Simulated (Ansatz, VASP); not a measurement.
Two plane-wave programs on Pb

```
Pb
1.0
     3.62509    0.00000    0.00000
    -1.81254    3.13942    0.00000
     0.00000    0.00000   31.23471
Pb
5
Direct
  0.00000 0.00000 0.22411
  0.66667 0.33333 0.31387
  0.33333 0.66667 0.40282
  0.00000 0.00000 0.49082
  0.66667 0.33333 0.57860
```

Alike in both runs: task single point; functional PBE; dispersion D4; k mesh 12 × 12 × 1; occupations methfessel-paxton of order 1, width 0.1 eV; no spin polarisation.

|  | VASP | Ansatz |
| --- | --- | --- |
| version | VASP 6.6.1 | Ansatz 0.2.0 |
| potentials or method | VASP PAW PBE potentials, release 64 (Pb_d), cutoff 400 eV | scalar-relativistic, plane waves, PAW |
| valence electrons in the cell | 70 | 70 |

```csv
,VASP,Ansatz,Ansatz less VASP
gap on the k mesh at the Fermi level (eV),none,none,-
rms of the force components (eV/Å),0.015,0.016,+0.0004
```

Atom by atom the forces differ by 0.001 eV/Å (rms over components). A gap of «none» marks a metal or a gap that the smearing closes. Ansatz's warnings: dispersion switch in reach.

Neither program's run includes spin-orbit coupling.
